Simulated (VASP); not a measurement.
# Si (Fd-3m) in VASP: notebook

The runs below take Si through single point, with r2SCAN, HSE06.

All numbers are computed with VASP 6.6.1; they aren't measurements. Logs are shortened: lines on timing, memory, paths and dates and some standing lists are left out, and cuts for length are marked.

## 1. The cell of the first run

The structure is cubic, space group Fd-3m (No. 227). Conventional cell: a = 5.444 Å, b = 5.444 Å, c = 5.444 Å, α = 90.00°, β = 90.00°, γ = 90.00°. Within 3.1 Å of Si (site symmetry -43m) lie 4 Si at 2.36 Å.

## 2. Single point, r2SCAN

POSCAR reads:

```
Si
1.0
    0.0000000000      2.7221188958      2.7221188958
    2.7221188958      0.0000000000      2.7221188958
    2.7221188958      2.7221188958      0.0000000000
Si
2
Direct
    0.0000000000      0.0000000000      0.0000000000
    0.2500000000      0.2500000000      0.2500000000
```

INCAR.step1 reads:

```
SYSTEM = Si
PREC = Accurate
ENCUT = 520
ISMEAR = 0
SIGMA = 0.01
LREAL = .FALSE.
LASPH = .TRUE.
NELM = 60
NBANDS = 11
GGA = PE
ALGO = Normal
EDIFF = 1E-4
LWAVE = .TRUE.
LCHARG = .FALSE.
```

INCAR.step2 reads:

```
SYSTEM = Si
PREC = Accurate
ENCUT = 520
EDIFF = 1E-6
ISMEAR = 0
SIGMA = 0.01
LREAL = .FALSE.
LASPH = .TRUE.
NELM = 60
ALGO = Normal
ISIF = 2
LWAVE = .FALSE.
LCHARG = .FALSE.
METAGGA = R2SCAN
LMIXTAU = .TRUE.
NBANDS = 11
ISTART = 1
```

KPOINTS reads:

```
regular mesh
0
G
  4 4 4
  0 0 0
```

Potentials or basis: VASP PAW PBE potentials, release 64 (Si).

The run is started by

```console
cat potpaw_PBE.64/Si/POTCAR > POTCAR
cp INCAR.step1 INCAR
mpirun -np 1 vasp_std > vasp.out
cp INCAR.step2 INCAR
mpirun -np 1 vasp_std > vasp.out
```

OUTCAR:

```text
SYSTEM = Si
   PREC = Accurate
   ENCUT = 520
   EDIFF = 1E-6
   ISMEAR = 0
   LREAL = .FALSE.
   LASPH = .TRUE.
   NELM = 60
   ISIF = 2
   METAGGA = R2SCAN
   ISTART = 1

 ion  position               nearest neighbor table
   1  0.000  0.000  0.000-   2 2.36   2 2.36   2 2.36   2 2.36
   2  0.250  0.250  0.250-   1 2.36   1 2.36   1 2.36   1 2.36

  LATTYP: Found a face centered cubic cell.
 ALAT       =     5.4442377916

  Lattice vectors:

 A1 = (   0.0000000000,   2.7221188958,   2.7221188958)
 A2 = (   2.7221188958,   0.0000000000,   2.7221188958)
 A3 = (   2.7221188958,   2.7221188958,   0.0000000000)

Analysis of symmetry for initial positions (statically):
=====================================================================
 Subroutine PRICEL returns:
 Original cell was already a primitive cell.

 Routine SETGRP: Setting up the symmetry group for a
 face centered cubic supercell.

 Subroutine GETGRP returns: Found 48 space group operations
 (whereof 24 operations were pure point group operations)
 out of a pool of 48 trial point group operations.

The static configuration has the point symmetry T_d .
 The point group associated with its full space group is O_h .

Analysis of symmetry for dynamics (positions and initial velocities):
=====================================================================
 Subroutine PRICEL returns:
 Original cell was already a primitive cell.

 Routine SETGRP: Setting up the symmetry group for a
 face centered cubic supercell.

 Subroutine GETGRP returns: Found 48 space group operations
 (whereof 24 operations were pure point group operations)
 out of a pool of 48 trial point group operations.

The dynamic configuration has the point symmetry T_d .
 The point group associated with its full space group is O_h .

 Subroutine INISYM returns: Found 48 space group operations
 (whereof 24 operations are pure point group operations),
 and found     1 'primitive' translations

----------------------------------------------------------------------------------------

                                     Primitive cell

  volume of cell :      40.3414

  direct lattice vectors                    reciprocal lattice vectors
     0.000000000  2.722118896  2.722118896    -0.183680441  0.183680441  0.183680441
     2.722118896  0.000000000  2.722118896     0.183680441 -0.183680441  0.183680441
     2.722118896  2.722118896  0.000000000     0.183680441  0.183680441 -0.183680441

  length of vectors
     3.849657461  3.849657461  3.849657461     0.318143857  0.318143857  0.318143857

  position of ions in fractional coordinates (direct lattice)
     0.000000000  0.000000000  0.000000000
     0.250000000  0.250000000  0.250000000

  ion indices of the primitive-cell ions
   primitive index   ion index
                 1           1
                 2           2

----------------------------------------------------------------------------------------

 KPOINTS: regular mesh

Automatic generation of k-mesh.
 Grid dimensions read from file:
 generate k-points for:    4    4    4

 Generating k-lattice:

  Cartesian coordinates                     Fractional coordinates (reciprocal lattice)
    -0.045920110  0.045920110  0.045920110     0.250000000  0.000000000  0.000000000
     0.045920110 -0.045920110  0.045920110     0.000000000  0.250000000  0.000000000
     0.045920110  0.045920110 -0.045920110     0.000000000  0.000000000  0.250000000

  Length of vectors
     0.079535964  0.079535964  0.079535964

  Shift w.r.t. Gamma in fractional coordinates (k-lattice)
     0.000000000  0.000000000  0.000000000

 Subroutine IBZKPT returns following result:
 ===========================================

 Found      8 irreducible k-points:

 Following reciprocal coordinates:
            Coordinates               Weight
  0.000000  0.000000  0.000000      1.000000
  0.250000  0.000000  0.000000      8.000000
  0.500000  0.000000  0.000000      4.000000
  0.250000  0.250000  0.000000      6.000000
  0.500000  0.250000  0.000000     24.000000
 -0.250000  0.250000  0.000000     12.000000
  0.500000  0.500000  0.000000      3.000000
 -0.250000  0.500000  0.250000      6.000000
   k-points           NKPTS =      8   k-points in BZ     NKDIM =      8   number of bands    NBANDS=     11
   number of dos      NEDOS =    301   number of ions     NIONS =      2
   total plane-waves  NPLWV =  27000
   dimension x,y,z NGX =    30 NGY =   30 NGZ =   30
   dimension x,y,z NGXF=    60 NGYF=   60 NGZF=   60
   ions per type =               2
   NGX,Y,Z   is equivalent  to a cutoff of  12.96, 12.96, 12.96 a.u.
   NGXF,Y,Z  is equivalent  to a cutoff of  25.91, 25.91, 25.91 a.u.
 SYSTEM =  Si
   PREC   = accura    normal or accurate (medium, high low for compatibility)
   ISTART =      1    job   : 0-new  1-cont  2-samecut
   ICHARG =      0    charge: 1-file 2-atom 10-const
   ISPIN  =      1    spin polarized calculation?
   LNONCOLLINEAR =      F non collinear calculations
   LSORBIT =      F    spin-orbit coupling
   LASPH  =      T    aspherical Exc in radial PAW
   ENCUT  =  520.0 eV  38.22 Ry    6.18 a.u.   7.16  7.16  7.16*2*pi/ulx,y,z
   NELM   =     60;   NELMIN=  2; NELMDL=  0     # of ELM steps
   EDIFF  = 0.1E-05   stopping-criterion for ELM
   LREAL  =      F    real-space projection
   EDIFFG = 0.1E-04   stopping-criterion for IOM
   NSW    =      0    number of steps for IOM
   IBRION =     -1    ionic relax: 0-MD 1-quasi-New 2-CG
   NFREE  =      0    steps in history (QN), initial steepest desc. (CG)
   ISIF   =      2    stress and relaxation
   ISYM   =      2    0-nonsym 1-usesym 2-fastsym
   POTIM  = 0.5000    time-step for ionic-motion
   TEBEG  =    0.0;   TEEND  =   0.0 temperature during run
   PSTRESS=    0.0 pullay stress
   NELECT =       8.0000    total number of electrons
   NUPDOWN=      -1.0000    fix difference up-down
   EMIN   =  10.00;   EMAX   =-10.00  energy-range for DOS
   EFERMI =   0.00;   METHOD = LEGACY
   ISMEAR =     0;   SIGMA  =   0.01  broadening in eV -4-tet -1-fermi 0-gaus
   EFERMI_NEDOS =   21; number of points for ismear=-14 and -15
   IALGO  =     38    algorithm
   IMIX   =      4    mixing-type and parameters
     AMIX     =   0.40;   BMIX     =  1.00
     AMIX_MAG =   1.60;   BMIX_MAG =  1.00
  volume/ion in A,a.u.               =      20.17       136.12
  Fermi-wavevector in a.u.,A,eV,Ry     =   0.954672  1.804069 12.400344  0.911400
  Thomas-Fermi vector in A             =   2.083440
   LORBIT       =      0    0 simple, 1 ext, 2 COOP (PROOUT), +10 PAW based schemes
   METAGGA = R2SCAN    functional components
   LHFCALC =     F    Hartree Fock is set to
   AEXX    =    0.0000 exact exchange contribution
   IVDW    =     0    specifies the selected vdW correction
   LEPSILON=     F    determine dielectric tensor
   LRPA    =     F    only Hartree local field effects (RPA)
 non-spin polarized calculation
 Gauss-broadening in eV      SIGMA  =   0.01
  energy-cutoff  :      520.00
  volume of cell :       40.34
 maximum number of plane-waves:      1106
 NGX is ok and might be reduce to    30
   NGX = 15   NGY = 15   NGZ = 15

 number of electron       8.0000001 magnetization

 Free energy of the ion-electron system (eV)
  ---------------------------------------------------
  ext. energy  EPLUGINS =         0.00000000
  ---------------------------------------------------
  free energy    TOTEN  =       -17.37223167 eV

  energy without entropy =      -17.37223167  energy(sigma->0) =      -17.37223167

 E-fermi :   5.7465     XC(G=0):  -9.8037

 val. band max:        5.6983105629   @ k =   0.0000   0.0000   0.0000
 cond. band min:       6.6155044922   @ k =   0.5000   0.5000   0.0000
 fundamental gap:      0.9171939293
 Fermi energy:         5.7464826004

 k-point     1 :       0.0000    0.0000    0.0000
  band No.  band energies     occupation
      1      -6.7758      2.00000
      2       5.6983      2.00000
      3       5.6983      2.00000
      4       5.6983      2.00000
      5       8.4439      0.00000
      6       8.4439      0.00000
      7       8.4439      0.00000
      8       9.6027      0.00000
      9      13.8010      0.00000
     10      13.8010      0.00000
     11      14.3331      0.00000

 k-point     2 :       0.2500    0.0000    0.0000
  band No.  band energies     occupation
      1      -5.9393      2.00000
      2       1.6395      2.00000
      3       4.8969      2.00000
      4       4.8969      2.00000
      5       8.0357      0.00000
      6       9.4414      0.00000
      7       9.4414      0.00000
      8      13.1895      0.00000
      9      13.3033      0.00000
     10      13.3033      0.00000
     11      15.3447      0.00000

 k-point     3 :       0.5000    0.0000    0.0000
  band No.  band energies     occupation
      1      -4.3405      2.00000
      2      -1.5382      2.00000
      3       4.4306      2.00000
      4       4.4306      2.00000
      5       7.5499      0.00000
      6       9.2750      0.00000
      7       9.2750      0.00000
      8      13.9933      0.00000
      9      16.8287      0.00000
     10      16.8287      0.00000
     11      17.7500      0.00000

 k-point     4 :       0.2500    0.2500    0.0000
  band No.  band energies     occupation
      1      -5.6435      2.00000
      2       2.0839      2.00000
      3       3.7149      2.00000
      4       3.7149      2.00000
      5       7.0237      0.00000
      6       9.1352      0.00000
      7      11.8264      0.00000
      8      11.8264      0.00000
      9      14.4017      0.00000
     10      15.0787      0.00000
     11      17.8764      0.00000

 k-point     5 :       0.5000    0.2500    0.0000
  band No.  band energies     occupation
      1      -3.9322      2.00000
      2      -0.9287      2.00000
      3       2.0351      2.00000
      4       3.3806      2.00000
      5       7.4476      0.00000
      6      10.4833      0.00000
      7      11.8824      0.00000
      8      11.9914      0.00000
      9      16.5713      0.00000
     10      16.8424      0.00000
     11      18.5455      0.00000

 k-point     6 :      -0.2500    0.2500    0.0000
  band No.  band energies     occupation
      1      -4.6380      2.00000
      2       0.0166      2.00000
      3       1.8080      2.00000
      4       4.2982      2.00000
      5       8.4156      0.00000
      6      10.8023      0.00000
      7      11.2089      0.00000
      8      12.3326      0.00000
      9      12.5272      0.00000
     10      15.9573      0.00000
     11      19.0264      0.00000

 k-point     7 :       0.5000    0.5000    0.0000
  band No.  band energies     occupation
      1      -2.4341      2.00000
      2      -2.4341      2.00000
      3       2.7021      2.00000
      4       2.7021      2.00000
      5       6.6155      0.00000
      6       6.6155      0.00000
      7      16.5114      0.00000
      8      16.5114      0.00000
      9      17.2860      0.00000
     10      17.2860      0.00000
     11      18.8798      0.00000

 k-point     8 :      -0.2500    0.5000    0.2500
  band No.  band energies     occupation
      1      -2.2647      2.00000
      2      -2.2647      2.00000
      3       1.6967      2.00000
      4       1.6967      2.00000
      5      10.2822      0.00000
      6      10.2822      0.00000
      7      11.0921      0.00000
      8      11.0921      0.00000
      9      16.9370      0.00000
     10      16.9370      0.00000
     11      19.5223      0.00000

------------------------ aborting loop because EDIFF is reached ----------------------------------------

  FORCE on cell =-STRESS in cart. coord.  units (eV):
  Direction    XX          YY          ZZ          XY          YZ          ZX
  --------------------------------------------------------------------------------------
  -------------------------------------------------------------------------------------
  Total        0.0887234      0.0887234      0.0887234      0.0000000      0.0000000      0.0000000
  in kB        3.5236865      3.5236865      3.5236865      0.0000000      0.0000000      0.0000000
  external PRESSURE =       3.5236865 kB  Pullay stress =       0.0000000 kB

 VOLUME and BASIS-vectors are now :
 -----------------------------------------------------------------------------
  energy-cutoff  :      520.00
  volume of cell :       40.34
      direct lattice vectors                 reciprocal lattice vectors
     0.000000000  2.722118896  2.722118896    -0.183680441  0.183680441  0.183680441
     2.722118896  0.000000000  2.722118896     0.183680441 -0.183680441  0.183680441
     2.722118896  2.722118896  0.000000000     0.183680441  0.183680441 -0.183680441

 POSITION                                       TOTAL-FORCE (eV/Angst)
 -----------------------------------------------------------------------------------
      0.00000      0.00000      0.00000        -0.000000     -0.000000     -0.000000
      1.36106      1.36106      1.36106         0.000000      0.000000      0.000000
 -----------------------------------------------------------------------------------
    total drift:                               -0.000000     -0.000000     -0.000000

  FREE ENERGIE OF THE ION-ELECTRON SYSTEM (eV)
  ---------------------------------------------------
  free  energy   TOTEN  =       -17.3722316744 eV

  energy  without entropy=      -17.3722316744  energy(sigma->0) =      -17.37223167
```

Run time: 13 s. Hardware: 1 thread of Intel Xeon Platinum 8375C at 2.90GHz (Ice Lake), shared host; peak memory 0.16 GiB.

What came out:

```
Free energy            : -17.3722 eV
Pressure               : 0.4 GPa
Band gap on the k mesh : 0.92 eV, indirect (least direct gap 2.75 eV)
```

Caveat: the k points lie up to 0.50 Å⁻¹ apart; the PAW data sets were made with another functional, which shifts forces and pressure a little.

## 3. Single point, HSE06

POSCAR is that of step 2.

INCAR.step1 reads:

```
SYSTEM = Si
PREC = Accurate ; ENCUT = 520
EDIFF = 1E-5 ; ISMEAR = 0
SIGMA = 0.01 ; LREAL = .False.
LASPH = .True. ; NELM = 80
ALGO = Normal ; ISIF = 2
LWAVE = .True. ; LCHARG = .False.
NBANDS = 11 ; GGA = PE
```

INCAR.step2 reads:

```
SYSTEM = Si
PREC = Accurate ; ENCUT = 520
EDIFF = 1E-6 ; ISMEAR = 0
SIGMA = 0.01 ; LREAL = .False.
LASPH = .True. ; NELM = 80
ALGO = Normal ; ISIF = 2
LWAVE = .False. ; LCHARG = .False.
GGA = PE ; LHFCALC = .True.
HFSCREEN = 0.2079 ; PRECFOCK = Normal
NBANDS = 11 ; ISTART = 1
```

KPOINTS reads:

```
regular mesh
0
Gamma
  4 4 4
  0 0 0
```

Potentials or basis: VASP PAW PBE potentials, release 64 (Si).

The run is started by

```console
cat potpaw_PBE.64/Si/POTCAR > POTCAR
cp INCAR.step1 INCAR
mpirun -np 1 vasp_std > vasp.out
cp INCAR.step2 INCAR
mpirun -np 1 vasp_std > vasp.out
```

It took 84 s on 1 thread of Intel Xeon Platinum 8375C at 2.90GHz (Ice Lake), shared host; peak memory 0.25 GiB.

It converged, with:

- Free energy: -12.3836 eV
- Pressure: 0.0 GPa
- Band gap on the k mesh: 1.34 eV, indirect (least direct gap 3.35 eV)

Levels at points of the mesh, in eV from the valence-band top:
| k point | band 2 | band 3 | band 4 | band 5 | band 6 | band 7 |
| --- | --- | --- | --- | --- | --- | --- |
| (0.00, 0.00, 0.00) | 0.00 | 0.00 | 0.00 | 3.35 | 3.35 | 3.35 |
| (0.50, 0.00, 0.00) | -7.64 | -1.30 | -1.30 | 2.26 | 4.16 | 4.16 |
| (0.50, 0.50, 0.00) | -8.61 | -3.11 | -3.11 | 1.34 | 1.34 | 11.44 |

Caveat: the k points lie up to 0.50 Å⁻¹ apart; the PAW data sets were made with another functional, which shifts forces and pressure a little.
